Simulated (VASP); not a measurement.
Write the native input for VASP 6.6.1 that does the following.

- Task: relaxation of shape and atoms at fixed volume
- Functional: PBE
- Potentials or basis: VASP PAW PBE potentials, release 64 (Ga_d, Se)
- Cutoff: 500 eV
- k mesh: 12 × 12 × 2
- Occupations: gaussian, width 0.02 eV
- Spin: no spin polarisation
- Dipole correction: no
- Further INCAR settings: ALGO = Normal; EDIFF = 1e-07; IBRION = 2; EDIFFG = -0.01; NSW = 50; ISIF = 4

The structure of GaSe lies in POSCAR:

```
GaSe
1.0
    3.7661732205      0.0000000000      0.0000000000
   -1.8830866102      3.2616016840      0.0000000000
    0.0000000000      0.0000000000     17.0071231606
Ga Se
4 4
Direct
    0.3333333333      0.6666666667      0.1782912806
    0.6666666667      0.3333333333      0.6782912806
    0.3333333333      0.6666666667      0.3217087194
    0.6666666667      0.3333333333      0.8217087194
    0.3333333333      0.6666666667      0.6100600914
    0.6666666667      0.3333333333      0.1100600914
    0.3333333333      0.6666666667      0.8899399086
    0.6666666667      0.3333333333      0.3899399086
```

These files were run (other wordings do the same):

INCAR

```
ALGO = Normal
EDIFF = 1E-7
EDIFFG = -0.01
ENCUT = 500
GGA = PE
GGA_COMPAT = False
IBRION = 2
ISIF = 4
ISMEAR = 0
LASPH = True
LCHARG = False
LREAL = False
LWAVE = False
NELM = 120
NELMIN = 4
NSW = 50
PREC = Accurate
SIGMA = 0.02
```

KPOINTS

```
k-points
0
Gamma
  12 12 2
```

Potentials or basis: VASP PAW PBE potentials, release 64 (Ga_d, Se).

Command:

```bash
$ cat potpaw_PBE.64/Ga_d/POTCAR potpaw_PBE.64/Se/POTCAR > POTCAR
$ mpirun -np 1 vasp_std > vasp.out
```

It gave:

* Energy gained by relaxing: 4.3 meV/atom
* Ionic steps: 10
* Pressure after relaxing: 0.7 GPa
* Largest force after relaxing: 0.006 eV/Å
* Band gap on the k mesh: 0.98 eV

Caveat: this functional lacks dispersion, which binds the layers, so the pressure and a relaxed spacing across them are unreliable.

Run time: 16 min on 1 thread of Intel(R) Xeon(R) 6975P-C (Granite Rapids) (shared host), peak memory 0.48 GiB.
